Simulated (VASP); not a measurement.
Input of a VASP 6.6.1 run:

The input INCAR:

```
PREC = Accurate ; ENCUT = 520
EDIFF = 1E-6 ; ISMEAR = -1
SIGMA = 0.03 ; LREAL = False
LASPH = True ; NELM = 150
ALGO = Normal ; ISIF = 2
LWAVE = False ; LCHARG = True
ISPIN = 2 ; MAGMOM = 3 0
LORBIT = 11 ; LMAXMIX = 4
GGA = PE ; LELF = True
LVHAR = True ; NBANDS = 18
```

File KPOINTS:

```
Automatic mesh
0
Gamma
  15 15 15
```

Contents of POSCAR:

```
FeO
1.0
    0.0000000000      2.1907407075      2.1907407075
    2.1907407075      0.0000000000      2.1907407075
    2.1907407075      2.1907407075      0.0000000000
Fe O
1 1
Direct
    0.0000000000      0.0000000000      0.0000000000
    0.5000000000      0.5000000000      0.5000000000
```

Potentials or basis: VASP PAW PBE potentials, release 64 (Fe, O).

The run is started by

```sh
$ cat potpaw_PBE.64/Fe/POTCAR potpaw_PBE.64/O/POTCAR > POTCAR
$ mpirun -np 1 vasp_std > vasp.out
```

What does it give for the site moments?

Fe +3.62; O +0.29 μB.

Predict the net moment.

4.00 μB per cell.

Predict the band gap on the k mesh.

zero (filled and empty bands overlap).

Caveat: the cell stands under tension; a cell with one magnetic atom can't hold antiferromagnetic order, which such compounds often take; semilocal functionals often make such compounds metallic where correlation or magnetic order opens a gap, which also shifts bond lengths. With open d or f shells a metallic result of PBE can be an artefact of self-interaction; +U or a hybrid may open a gap.
